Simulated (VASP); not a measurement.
# AlN (P1) in VASP: single point with PBE

Aim: the single point of AlN with PBE.

All numbers are computed with VASP 6.6.1; they aren't measurements. Logs are shortened: lines on timing, memory, paths and dates and some standing lists are left out, and cuts for length are marked.

## Step 1: The cell of the first run

The typed cell holds 96 atoms: a = 9.341 Å, b = 10.787 Å, c = 9.967 Å, α = 90.00°, β = 90.00°, γ = 90.00°.

## Step 2: Single point, PBE

Contents of INCAR:

```
SYSTEM = AlN
ALGO     = Normal         ! electronic algorithm
EDIFF    = 1E-6           ! SCF threshold, eV
ENCUT    = 520            ! plane-wave cutoff, eV
GGA      = PE             ! functional
ISIF     = 2              ! what is computed and relaxed
ISMEAR   = -1             ! smearing method
LASPH    = .TRUE.         ! aspherical terms in the spheres
LCHARG   = .FALSE.        ! write CHGCAR
LREAL    = Auto         
LWAVE    = .FALSE.        ! write WAVECAR
NBANDS   = 246            ! bands
NELM     = 80             ! most SCF steps
PREC     = Accurate       ! precision mode
SIGMA    = 0.05           ! smearing width, eV
```

Contents of KPOINTS:

```
k-points
0
G
  1 1 1
  0 0 0
```

Contents of POSCAR:

```
AlN
1.0
    9.3414480000      0.0000000000      0.0000000000
    0.0000000000     10.7865750000      0.0000000000
    0.0000000000      0.0000000000      9.9670570000
Al N
48 48
Direct
    0.1558050000      0.0874860000      0.2409680000
    0.1811740000      0.0913070000      0.7369180000
    0.0257840000      0.3355970000      0.2179390000
    0.9985720000      0.3473370000      0.7163080000
    0.5273420000      0.0685500000      0.2368890000
    0.4920400000      0.0903340000      0.7402980000
    0.3601870000      0.3353190000      0.2677670000
    0.3315640000      0.3578420000      0.7755260000
    0.1857860000      0.5901300000      0.2757940000
    0.1706640000      0.5854880000      0.7496020000
    0.0029850000      0.8489130000      0.2463380000
    0.9887750000      0.8472760000      0.7574020000
    0.8152430000      0.0859160000      0.2536810000
    0.8265550000      0.0846650000      0.7529680000
    0.6809810000      0.3420340000      0.2673680000
    0.6793060000      0.3409800000      0.7291660000
    0.4947410000      0.5680140000      0.2528330000
    0.4884950000      0.5712160000      0.7586520000
    0.3699770000      0.8336880000      0.2272440000
    0.3683310000      0.8167650000      0.7591150000
    0.8609540000      0.5867320000      0.2381240000
    0.8116590000      0.5724680000      0.7514730000
    0.6465880000      0.8478410000      0.2232190000
    0.6811310000      0.8499220000      0.7817130000
    0.9894970000      0.1758660000      0.5088870000
    0.9753950000      0.1583610000      0.0117030000
    0.3395140000      0.1488390000      0.5129950000
    0.3083710000      0.1600520000      0.0154360000
    0.1611720000      0.3959900000      0.4750040000
    0.1732220000      0.3968090000      0.0154460000
    0.0071050000      0.6542880000      0.4968820000
    0.9905380000      0.6558990000      0.9816710000
    0.6821510000      0.1707850000      0.4990610000
    0.6581180000      0.1686520000      0.0066090000
    0.4863700000      0.4017470000      0.4933700000
    0.5081810000      0.3954050000      0.9935750000
    0.3405520000      0.6484650000      0.4819550000
    0.3465470000      0.6764110000      0.9949590000
    0.1788370000      0.9129290000      0.4750630000
    0.1849500000      0.9169750000      0.0046120000
    0.8501030000      0.4316000000      0.4896660000
    0.8530050000      0.4285720000      0.9958380000
    0.6577330000      0.7033490000      0.5127320000
    0.6499210000      0.6694900000      0.9890060000
    0.5327770000      0.9434930000      0.4774450000
    0.4753970000      0.9304560000      0.9896490000
    0.8037610000      0.9022480000      0.4963930000
    0.8189740000      0.9219940000      0.9797370000
    0.9606040000      0.1589490000      0.1784450000
    0.0110930000      0.1661020000      0.6955350000
    0.3398470000      0.1526980000      0.1958610000
    0.3544640000      0.1638490000      0.7222420000
    0.1759320000      0.4163900000      0.1817760000
    0.1904950000      0.4390150000      0.6961640000
    0.9729900000      0.6617760000      0.1866670000
    0.0164590000      0.6578040000      0.6901810000
    0.6625470000      0.1479310000      0.2091390000
    0.6674820000      0.1710700000      0.6919900000
    0.4881930000      0.3969930000      0.1916960000
    0.4747790000      0.4117750000      0.6886660000
    0.3288140000      0.6703370000      0.1884670000
    0.3486610000      0.6784780000      0.6738120000
    0.1387350000      0.9259620000      0.1896430000
    0.1773110000      0.9157470000      0.6916380000
    0.8358360000      0.4055440000      0.1908850000
    0.8324390000      0.4334160000      0.7035220000
    0.6647530000      0.6488650000      0.1990120000
    0.6923580000      0.6717210000      0.6702510000
    0.4986440000      0.9156160000      0.1856390000
    0.4999070000      0.9115960000      0.7020840000
    0.8269850000      0.9138700000      0.1982530000
    0.8235040000      0.8959120000      0.6673600000
    0.1813400000      0.1069690000      0.4348960000
    0.1598990000      0.0960690000      0.9425070000
    0.9862870000      0.3362270000      0.4423440000
    0.0062770000      0.3438900000      0.9268790000
    0.5392460000      0.1007950000      0.4388060000
    0.5067430000      0.0786510000      0.9525450000
    0.3626600000      0.3464400000      0.4524380000
    0.3278720000      0.3334760000      0.9608480000
    0.1978490000      0.5880110000      0.4216610000
    0.1597790000      0.5975770000      0.9193720000
    0.9933330000      0.8375460000      0.4353640000
    0.9953880000      0.8334830000      0.9177370000
    0.8131660000      0.0781300000      0.4302090000
    0.8432040000      0.0780910000      0.9185800000
    0.6745280000      0.3627470000      0.4150180000
    0.6765720000      0.3336490000      0.9249970000
    0.4831550000      0.5907050000      0.4348290000
    0.4844800000      0.5825950000      0.9344620000
    0.3506950000      0.8389800000      0.4468220000
    0.3419800000      0.8322070000      0.9432070000
    0.8273570000      0.5783470000      0.4573570000
    0.8272110000      0.5810650000      0.9365550000
    0.6738100000      0.8289250000      0.4499850000
    0.6731110000      0.7917310000      0.9529550000
```

Potentials or basis: VASP PAW PBE potentials, release 64 (Al, N).

Run with:

```
> cat potpaw_PBE.64/Al/POTCAR potpaw_PBE.64/N/POTCAR > POTCAR
> mpirun -np 1 vasp_gam > vasp.out
```

OUTCAR:

```text
SYSTEM = AlN
   EDIFF = 1E-6
   ENCUT = 520
   GGA = PE
   ISIF = 2
   ISMEAR = -1
   LASPH = .TRUE.
   LREAL = Auto
   NELM = 80
   PREC = Accurate

 ion  position               nearest neighbor table
   1  0.156  0.087  0.241-  63 1.82  51 1.91  73 1.96  49 2.08  28 2.77  26 2.94  11 2.94   3 2.95
                            40 3.00  39 3.01  13 3.18  25 3.23  27 3.28   7 3.30
   2  0.181  0.091  0.737-  52 1.80  50 1.83  64 1.95  74 2.06  27 2.75   6 2.90  25 3.03  28 3.11
                            12 3.19   8 3.22  39 3.24   4 3.25  40 3.26  14 3.32
   3  0.026  0.336  0.218-  53 1.69  65 1.95  49 2.04  75 2.27  30 2.53  26 2.85  42 2.92  29 2.93
                             1 2.95  21 3.12   7 3.16   9 3.18  15 3.26  41 3.33  13 3.35
   4  0.999  0.347  0.716-  66 1.81  50 1.97  54 2.06  76 2.10  25 2.78  41 2.80  29 2.89  16 2.99
                            22 3.01  10 3.05   8 3.17  42 3.22   2 3.25  14 3.28
   5  0.527  0.069  0.237-  57 1.55  69 1.75  51 2.01  77 2.05  23 2.63  13 2.70  45 2.75  34 2.82
                            46 2.92  19 2.93  28 3.17  33 3.18   7 3.29  15 3.29
   6  0.492  0.090  0.740-  52 1.52  58 1.92  70 1.97  78 2.12  27 2.75   2 2.90  46 3.03  45 3.09
                            33 3.11  14 3.13  24 3.16  20 3.17  34 3.19  16 3.22   8 3.27  28 3.32
   7  0.360  0.335  0.268-  59 1.56  79 1.84  51 2.10  53 2.11  35 2.64  17 2.81  29 2.85  15 3.00
                            36 3.13  30 3.13   3 3.16  27 3.17  28 3.18   9 3.20   5 3.29   1 3.30
   8  0.332  0.358  0.776-  60 1.70  54 1.77  80 1.87  52 2.17  18 2.73  36 2.76  30 2.84  10 2.89
                             4 3.17  35 3.20  28 3.21   2 3.22   6 3.27  16 3.29
   9  0.186  0.590  0.276-  81 1.46  61 1.81  53 2.10  55 2.31  37 2.59  31 2.85  29 2.89  17 2.90
[... 7 lines left out ...]
  13  0.815  0.086  0.254-  57 1.64  49 1.74  85 1.76  71 1.94   5 2.70  33 2.89  26 2.94  34 3.00
                            23 3.03  15 3.04  11 3.10  47 3.13  25 3.17   1 3.18  48 3.25   3 3.35
  14  0.827  0.085  0.753-  86 1.66  58 1.86  50 2.02  72 2.21  48 2.86  24 2.89  12 2.98  33 3.01
                            25 3.03  26 3.04  16 3.10  34 3.11   6 3.13  47 3.23   4 3.28   2 3.32
  15  0.681  0.342  0.267-  87 1.49  65 1.77  59 2.04  57 2.18  41 2.89  33 2.96  35 2.97   7 3.00
                            17 3.00  13 3.04  21 3.14  34 3.21  36 3.22   3 3.26  42 3.28   5 3.29
  16  0.679  0.341  0.729-  66 1.76  58 1.87  88 1.95  60 2.10  22 2.80  33 2.94   4 2.99  41 3.03
                            35 3.03  18 3.07  14 3.10  36 3.14   6 3.22  42 3.25   8 3.29  34 3.34
  17  0.495  0.568  0.253-  89 1.83  67 1.89  59 1.94  61 2.01   7 2.81  37 2.84   9 2.90  35 3.00
                            15 3.00  19 3.10  38 3.14  36 3.19  44 3.20  43 3.34  23 3.35
  18  0.488  0.571  0.759-  90 1.76  60 1.86  62 1.94  68 2.36   8 2.73  20 2.88  38 2.93  44 2.94
                            10 2.97  36 3.02  22 3.02  16 3.07  37 3.20  35 3.21  43 3.25
  19  0.370  0.834  0.227-  69 1.55  61 1.84  91 2.20  63 2.41  23 2.59  46 2.77  38 2.88   5 2.93
                            40 2.95  17 3.10  45 3.15  39 3.17   9 3.18  37 3.24
  20  0.368  0.817  0.759-  70 1.70  62 1.73  92 1.86  64 2.19  46 2.79  38 2.80  18 2.88  24 2.95
                            10 3.11   6 3.17  40 3.18  37 3.32
  21  0.861  0.587  0.238-  55 1.42  67 1.99  65 2.02  93 2.21  32 2.92  42 2.96  31 3.01  41 3.02
                             9 3.06   3 3.12  11 3.12  15 3.14  44 3.29
  22  0.812  0.572  0.751-  66 1.59  68 1.74  94 1.85  56 2.21  16 2.80  42 2.91  32 2.98  44 3.00
[... 405 lines left out ...]
   LORBIT       =      0    0 simple, 1 ext, 2 COOP (PROOUT), +10 PAW based schemes
   GGA     = PE    functional components
   LHFCALC =     F    Hartree Fock is set to
   AEXX    =    0.0000 exact exchange contribution
   IVDW    =     0    specifies the selected vdW correction
   LEPSILON=     F    determine dielectric tensor
   LRPA    =     F    only Hartree local field effects (RPA)
 non-spin polarized calculation
  energy-cutoff  :      520.00
  volume of cell :     1004.30
 maximum number of plane-waves:     13542
 NGX is ok and might be reduce to    70
   NGX = 35   NGY = 41   NGZ = 37

 number of electron     383.9999996 magnetization

 Free energy of the ion-electron system (eV)
  ---------------------------------------------------
  ext. energy  EPLUGINS =         0.00000000
  ---------------------------------------------------
  free energy    TOTEN  =      -639.03158700 eV

  energy without entropy =     -639.03158668  energy(sigma->0) =     -639.03158684

 E-fermi :   8.2381     XC(G=0): -10.8834

 val. band max:        7.4256259377   @ k =   0.0000   0.0000   0.0000
 cond. band min:       9.0492515635   @ k =   0.0000   0.0000   0.0000
 fundamental gap:      1.6236256258
 Fermi energy:         8.2380919388

 k-point     1 :       0.0000    0.0000    0.0000
  band No.  band energies     occupation
      1     -10.6069      2.00000
      2      -9.4911      2.00000
      3      -9.3774      2.00000
      4      -9.0798      2.00000
      5      -8.8444      2.00000
      6      -8.7977      2.00000
[... 196 lines left out ...]
    203      10.9270      0.00000
    204      10.9651      0.00000
 [bands above 204 left out]

------------------------ aborting loop because EDIFF is reached ----------------------------------------

  FORCE on cell =-STRESS in cart. coord.  units (eV):
  Direction    XX          YY          ZZ          XY          YZ          ZX
  --------------------------------------------------------------------------------------
  -------------------------------------------------------------------------------------
  Total      193.3146075    140.9470331    132.9545911     50.0227134    -16.2721794     -4.7254368
  in kB      308.3972838    224.8546177    212.1041720     79.8018792    -25.9592174     -7.5385502
  external PRESSURE =     248.4520245 kB  Pullay stress =       0.0000000 kB

 VOLUME and BASIS-vectors are now :
 -----------------------------------------------------------------------------
  energy-cutoff  :      520.00
  volume of cell :     1004.30
      direct lattice vectors                 reciprocal lattice vectors
     9.341448000  0.000000000  0.000000000     0.107049785  0.000000000  0.000000000
     0.000000000 10.786575000  0.000000000     0.000000000  0.092707834  0.000000000
     0.000000000  0.000000000  9.967057000     0.000000000  0.000000000  0.100330519

 POSITION                                       TOTAL-FORCE (eV/Angst)
 -----------------------------------------------------------------------------------
      1.45544      0.94367      2.40174         0.493382      0.410866      1.105926
      1.69243      0.98489      7.34490        -1.208464     -3.007907      2.217546
      0.24086      3.61994      2.17221        -6.854592     -2.155368      2.048159
      9.32811      3.74658      7.13948         2.565745     -0.095843      3.958878
      4.92614      0.73942      2.36109        -9.958291      0.481260      2.990048
      4.59637      0.97439      7.37859        10.224188     -6.837242      3.079822
[... 88 lines left out ...]
      6.29436      8.94126      4.48503        -8.566391      7.256516    -10.374938
      6.28783      8.54007      9.49816         2.896905     27.463047     -6.168673
 -----------------------------------------------------------------------------------
    total drift:                               -0.004773     -0.021740      0.034653

  FREE ENERGIE OF THE ION-ELECTRON SYSTEM (eV)
  ---------------------------------------------------
  free  energy   TOTEN  =      -639.0315869952 eV

  energy  without entropy=     -639.0315866840  energy(sigma->0) =     -639.03158684
```

Wall time 4.5 min (1 thread of Intel Xeon 6975P-C (Granite Rapids), shared host); peak memory 0.84 GiB.

Results:

```
Free energy            : -639.0316 eV
Pressure               : 24.8 GPa
Largest force          : 30.512 eV/Å
Band gap on the k mesh : 1.62 eV
```

Forces in eV/Å, atoms in the order of the input:
```
Al    0.493   0.411   1.106
Al   -1.208  -3.008   2.218
Al   -6.855  -2.155   2.048
Al    2.566  -0.096   3.959
Al   -9.958   0.481   2.990
Al   10.224  -6.837   3.080
Al   -7.341  -5.584   1.316
Al   -1.784  -3.960   0.100
Al   -3.621   0.329 -19.068
Al    0.798   4.217  -1.755
Al   -6.046  -5.564   2.172
Al    3.456  -2.024  -8.761
Al    3.780  -3.959   0.729
Al    1.235   0.143  -5.604
Al   -1.238  -2.579 -13.926
Al   -3.198  -0.988   2.159
Al    1.786   1.570  -0.513
Al    0.628   2.054  -4.492
Al  -10.619  -5.902   6.480
Al   -5.131   1.538  -2.188
Al  -18.179 -11.340   8.598
Al    3.016   8.458   1.143
Al    9.150  -7.654   2.335
Al   -2.657  -3.354  -5.059
Al    0.764  -3.157  -1.421
Al    3.361   1.706  -5.767
Al    2.972   2.424   0.145
Al    3.959   2.243  -0.670
Al    3.818   2.826   2.601
Al   -2.582   3.818  -5.591
Al   -0.912   2.336   1.672
Al    1.356   2.709   0.844
Al    1.566   4.159   2.004
Al    1.645   0.889  -0.467
Al   24.003  14.933   9.117
Al   -0.425   2.249   1.625
Al   -1.486   8.941   7.668
Al   -4.799  -3.495   1.488
Al   -1.502   0.125   2.995
Al   -4.978   0.707  -1.821
Al   -4.600  -1.680   1.583
Al   -2.056  -2.599   0.424
Al   -2.434 -14.707  -0.411
Al   -1.387 -24.512   8.514
Al   -3.700  -4.783   3.197
Al    3.700  -2.165   1.025
Al   12.750   6.469   0.026
Al    2.954  -2.877   3.918
N     4.964   2.288   3.943
N    -2.194   1.689  -1.641
N    -0.332   0.647   0.838
N    -9.953   6.915  -4.400
N     2.655   1.511   5.866
N    -3.367  -6.044  -3.907
N    18.092  11.994  -7.380
N    -2.963   1.528  -1.588
N     3.147   8.669  -6.035
N     0.474   0.103  -1.286
N     8.341   4.467  -4.249
N     6.104   0.812  -0.859
N     1.551   0.162  -1.422
N    -0.269  -3.879   1.144
N     7.292   1.968  -2.855
N    -0.299   1.303  -0.320
N     2.846   1.548  -1.700
N     1.429  -8.427  -5.003
N    -1.054   1.719  -1.660
N    -2.918  -0.072   7.214
N     1.906   6.057  -4.947
N     4.510   3.891  -0.319
N    -1.588   1.525  -2.370
N     0.892   3.548   5.470
N    -3.646  -1.382  -0.597
N    -1.588  -2.569  -0.080
N     3.331  -2.178  -1.049
N     0.173  -1.780   1.509
N    -7.590  -1.822  -1.641
N    -0.670   3.282  -1.410
N   -25.539 -14.075  -8.981
N     3.240  -2.233  -2.048
N    -7.493  -4.593  13.950
N     2.451  -0.787   5.698
N     1.193  -0.391  -0.160
N    -0.435   0.265   8.794
N     4.427  -0.352   2.873
N    -3.216  -0.118   4.651
N    -1.025  -0.911  16.481
N    -0.346  -0.795   1.498
N     9.598  -5.204  -2.173
N     2.373  -1.910   1.353
N     1.391   0.962  -3.158
N    -1.349   0.553   0.317
N     1.745   5.940  -3.381
N    -1.901   0.700  -0.201
N    -8.566   7.257 -10.375
N     2.897  27.463  -6.169
```

Stress tensor (GPa, compression positive):
```
30.84  7.98 -0.75
 7.98 22.49 -2.60
-0.75 -2.60 21.21
```

Caveat: the k points lie up to 0.67 Å⁻¹ apart; an odd mesh through Γ misses points on the zone boundary, where band edges can lie; forces of over 1 eV/Å act on the atoms, so gaps and moduli don't describe the material at rest.
